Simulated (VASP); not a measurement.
# Ga (P6_3/mmc) in VASP: single point with PBE

Aim: the single point of Ga with PBE.

All numbers are computed with VASP 6.6.1; they aren't measurements. Logs are shortened: lines on timing, memory, paths and dates and some standing lists are left out, and cuts for length are marked.

## Step 1: The cell of the first run

The structure is hexagonal, space group P6_3/mmc (No. 194). Conventional cell: a = 2.950 Å, b = 2.950 Å, c = 4.768 Å, α = 90.00°, β = 90.00°, γ = 120.00°. Within 3.9 Å of Ga (site symmetry -6m2) lie 12 Ga at 2.93 to 2.95 Å.

## Step 2: Single point, PBE (volume scaled by 0.9405)

File INCAR:

```
PREC     = Accurate       # precision mode
ENCUT    = 520            # plane-wave cutoff, eV
EDIFF    = 1E-7           # SCF threshold, eV
ISMEAR   = -1             # smearing method
SIGMA    = 0.05           # smearing width, eV
LREAL    = F              # projectors in reciprocal space
LASPH    = T              # aspherical terms in the spheres
NELM     = 100            # most SCF steps
ALGO     = Normal         # electronic algorithm
ISIF     = 2              # what is computed and relaxed
LWAVE    = F              # write WAVECAR
LCHARG   = F              # write CHGCAR
GGA      = PE             # functional
NBANDS   = 20             # bands
```

File KPOINTS:

```
regular mesh
0
Gamma
  18 18 10
```

File POSCAR:

```
Ga
1.0
    2.9500881197      0.0000000000      0.0000000000
   -1.4750440598      2.5548512550      0.0000000000
    0.0000000000      0.0000000000      4.7676065732
Ga
2
Direct
    0.3333333333      0.6666666667      0.2500000000
    0.6666666667      0.3333333333      0.7500000000
```

Potentials or basis: VASP PAW PBE potentials, release 64 (Ga_d).

The run is started by

```bash
cat potpaw_PBE.64/Ga_d/POTCAR > POTCAR
mpirun -np 1 vasp_std > vasp.out
```

OUTCAR:

```text
PREC = Accurate
   ENCUT = 520
   EDIFF = 1E-7
   ISMEAR = -1
   LREAL = F
   LASPH = T
   NELM = 100
   ISIF = 2
   GGA = PE

 ion  position               nearest neighbor table
   1  0.333  0.667  0.250-
   2  0.667  0.333  0.750-

  LATTYP: Found a hexagonal cell.
 ALAT       =     2.9500881197
 C/A-ratio  =     1.6160895471

  Lattice vectors:

 A1 = (   2.9500881197,   0.0000000000,   0.0000000000)
 A2 = (  -1.4750440598,   2.5548512550,   0.0000000000)
 A3 = (   0.0000000000,   0.0000000000,   4.7676065732)

Analysis of symmetry for initial positions (statically):
=====================================================================
 Subroutine PRICEL returns:
 Original cell was already a primitive cell.

 Routine SETGRP: Setting up the symmetry group for a
 hexagonal supercell.

 Subroutine GETGRP returns: Found 24 space group operations
 (whereof 12 operations were pure point group operations)
 out of a pool of 24 trial point group operations.

The static configuration has the point symmetry D_3d.
 The point group associated with its full space group is D_6h.

Analysis of symmetry for dynamics (positions and initial velocities):
=====================================================================
 Subroutine PRICEL returns:
 Original cell was already a primitive cell.

 Routine SETGRP: Setting up the symmetry group for a
 hexagonal supercell.

 Subroutine GETGRP returns: Found 24 space group operations
 (whereof 12 operations were pure point group operations)
 out of a pool of 24 trial point group operations.

The dynamic configuration has the point symmetry D_3d.
 The point group associated with its full space group is D_6h.

 Subroutine INISYM returns: Found 24 space group operations
 (whereof 12 operations are pure point group operations),
 and found     1 'primitive' translations

----------------------------------------------------------------------------------------

                                     Primitive cell

  volume of cell :      35.9336

  direct lattice vectors                    reciprocal lattice vectors
[... 70 lines left out ...]
   number of dos      NEDOS =    301   number of ions     NIONS =      2
   total plane-waves  NPLWV =  20736
   dimension x,y,z NGX =    24 NGY =   24 NGZ =   36
   dimension x,y,z NGXF=    48 NGYF=   48 NGZF=   72
   ions per type =               2
   NGX,Y,Z   is equivalent  to a cutoff of  13.52, 13.52, 12.55 a.u.
   NGXF,Y,Z  is equivalent  to a cutoff of  27.05, 27.05, 25.11 a.u.
 SYSTEM =  unknown system
   PREC   = accura    normal or accurate (medium, high low for compatibility)
   ISTART =      0    job   : 0-new  1-cont  2-samecut
   ICHARG =      2    charge: 1-file 2-atom 10-const
   ISPIN  =      1    spin polarized calculation?
   LNONCOLLINEAR =      F non collinear calculations
   LSORBIT =      F    spin-orbit coupling
   LASPH  =      T    aspherical Exc in radial PAW
   ENCUT  =  520.0 eV  38.22 Ry    6.18 a.u.   5.49  5.49  8.86*2*pi/ulx,y,z
   NELM   =    100;   NELMIN=  2; NELMDL= -5     # of ELM steps
   EDIFF  = 0.1E-06   stopping-criterion for ELM
   LREAL  =      F    real-space projection
   EDIFFG = 0.1E-05   stopping-criterion for IOM
   NSW    =      0    number of steps for IOM
   IBRION =     -1    ionic relax: 0-MD 1-quasi-New 2-CG
   NFREE  =      0    steps in history (QN), initial steepest desc. (CG)
   ISIF   =      2    stress and relaxation
   ISYM   =      2    0-nonsym 1-usesym 2-fastsym
   POTIM  = 0.5000    time-step for ionic-motion
   TEBEG  =    0.0;   TEEND  =   0.0 temperature during run
   PSTRESS=    0.0 pullay stress
   NELECT =      26.0000    total number of electrons
   NUPDOWN=      -1.0000    fix difference up-down
   EMIN   =  10.00;   EMAX   =-10.00  energy-range for DOS
   EFERMI =   0.00;   METHOD = LEGACY
   ISMEAR =    -1;   SIGMA  =   0.05  broadening in eV -4-tet -1-fermi 0-gaus
   EFERMI_NEDOS =   21; number of points for ismear=-14 and -15
   IALGO  =     38    algorithm
   IMIX   =      4    mixing-type and parameters
     AMIX     =   0.40;   BMIX     =  1.00
     AMIX_MAG =   1.60;   BMIX_MAG =  1.00
  volume/ion in A,a.u.               =      17.97       121.25
  Fermi-wavevector in a.u.,A,eV,Ry     =   1.469712  2.777353 29.389315  2.160054
  Thomas-Fermi vector in A             =   2.585056
   LORBIT       =      0    0 simple, 1 ext, 2 COOP (PROOUT), +10 PAW based schemes
   GGA     = PE    functional components
   LHFCALC =     F    Hartree Fock is set to
   AEXX    =    0.0000 exact exchange contribution
   IVDW    =     0    specifies the selected vdW correction
   LEPSILON=     F    determine dielectric tensor
   LRPA    =     F    only Hartree local field effects (RPA)
 non-spin polarized calculation
  energy-cutoff  :      520.00
  volume of cell :       35.93
 maximum number of plane-waves:       996
 NGX is ok and might be reduce to    24
   NGX = 11   NGY = 11   NGZ = 17

 number of electron      25.9999995 magnetization

 Free energy of the ion-electron system (eV)
  ---------------------------------------------------
  ext. energy  EPLUGINS =         0.00000000
  ---------------------------------------------------
  free energy    TOTEN  =        -5.73626739 eV

  energy without entropy =       -5.72885634  energy(sigma->0) =       -5.73256187

 E-fermi :   6.0500     XC(G=0): -11.2668

 val. band max:        6.0430412348   @ k =   0.2778   0.2222   0.0000
 cond. band min:       6.0959814010   @ k =   0.3889   0.0556   0.0000
 fundamental gap:      0.0529401662
 Fermi energy:         6.0500141157

 k-point     1 :       0.0000    0.0000    0.0000
  band No.  band energies     occupation
      1      -9.0148      2.00000
      2      -8.9154      2.00000
      3      -8.9019      2.00000
      4      -8.9019      2.00000
      5      -8.8755      2.00000
      6      -8.8755      2.00000
[... 541 lines left out ...]
     19      16.6152      0.00000
     20      17.2729      0.00000

 [... further k-points ...]
[... 5 lines left out ...]
  --------------------------------------------------------------------------------------
  -------------------------------------------------------------------------------------
  Total        0.7504905      0.7504905      0.7645747      0.0000000      0.0000000      0.0000000
  in kB       33.4622210     33.4622210     34.0901938      0.0000000      0.0000000      0.0000000
  external PRESSURE =      33.6715453 kB  Pullay stress =       0.0000000 kB

 VOLUME and BASIS-vectors are now :
 -----------------------------------------------------------------------------
  energy-cutoff  :      520.00
  volume of cell :       35.93
      direct lattice vectors                 reciprocal lattice vectors
     2.950088120  0.000000000  0.000000000     0.338972925  0.195706110  0.000000000
    -1.475044060  2.554851255  0.000000000     0.000000000  0.391412219  0.000000000
     0.000000000  0.000000000  4.767606573     0.000000000  0.000000000  0.209748851

 POSITION                                       TOTAL-FORCE (eV/Angst)
 -----------------------------------------------------------------------------------
     -0.00000      1.70323      1.19190        -0.000000      0.000000      0.000000
      1.47504      0.85162      3.57570         0.000000     -0.000000      0.000000
 -----------------------------------------------------------------------------------
    total drift:                                0.000000     -0.000000      0.000000

  FREE ENERGIE OF THE ION-ELECTRON SYSTEM (eV)
  ---------------------------------------------------
  free  energy   TOTEN  =        -5.7362673886 eV

  energy  without entropy=       -5.7288563425  energy(sigma->0) =       -5.73256187
```

OSZICAR:

```text
N       E                     dE             d eps       ncg     rms          rms(c)
DAV:   1     0.131428825513E+03    0.13143E+03   -0.13333E+04  9472   0.250E+03
DAV:   2     0.534271141897E+01   -0.12609E+03   -0.12293E+03  9184   0.385E+02
DAV:   3    -0.563697458616E+01   -0.10980E+02   -0.10904E+02 10044   0.933E+01
DAV:   4    -0.579371068713E+01   -0.15674E+00   -0.15664E+00 10156   0.123E+01
DAV:   5    -0.579642488581E+01   -0.27142E-02   -0.27140E-02 10408   0.158E+00    0.122E+00
DAV:   6    -0.574909903490E+01    0.47326E-01   -0.78854E-02 12088   0.469E+00    0.614E-01
DAV:   7    -0.573755919847E+01    0.11540E-01   -0.15684E-02 13120   0.172E+00    0.163E-01
DAV:   8    -0.573625880060E+01    0.13004E-02   -0.15927E-03 10044   0.579E-01    0.104E-02
DAV:   9    -0.573626553172E+01   -0.67311E-05   -0.40243E-05 11740   0.594E-02    0.494E-03
DAV:  10    -0.573626763213E+01   -0.21004E-05   -0.19785E-06 11072   0.175E-02    0.467E-04
DAV:  11    -0.573626746542E+01    0.16671E-06   -0.74960E-08  6768   0.399E-03    0.288E-04
DAV:  12    -0.573626738862E+01    0.76797E-07   -0.87508E-09  5512   0.124E-03
   1 F= -.57362674E+01 E0= -.57325619E+01  d E =-.741105E-02
```

stdout:

```text
POSCAR found type information on POSCAR Ga
 POSCAR found :  1 types and       2 ions
 scaLAPACK will be used
 LDA part: xc-table for (Slater+PW92), standard interpolation
 POSCAR, INCAR and KPOINTS ok, starting setup
 FFT: planning ... GRIDC
 FFT: planning ... GRID_SOFT
 FFT: planning ... GRID
 WAVECAR not read
 entering main loop
```

Wall time 69 s (1 thread of AMD EPYC 9R45 (Zen 5), shared host); peak memory 0.22 GiB.

Results:

| Property | Result |
| --- | --- |
| Free energy | -5.7363 eV |
| Pressure | 3.4 GPa |
| Band gap on the k mesh | zero (band 13 reaches 10.66 eV, above the bottom of band 14 at 2.73 eV) |

Levels at points of the mesh, in eV from the Fermi level:
```
           k point  band 9  band 10  band 11  band 12  band 13  band 14  band 15  band 16  band 17  band 18
(0.00, 0.00, 0.00)  -14.73   -14.73   -11.45    -4.89    -4.18     9.90     9.90    11.95    11.95    13.19
(0.50, 0.00, 0.00)  -14.71   -14.71    -5.81    -5.09     0.65     0.72     1.00     3.17     4.94     8.51
(0.00, 0.00, 0.50)  -14.78   -14.78    -9.74    -9.74     3.91     3.91    11.17    11.17    11.17    11.17
(0.50, 0.00, 0.50)  -14.71   -14.71    -4.18    -4.18    -3.32    -3.32     6.74     6.74     7.78     7.78
```
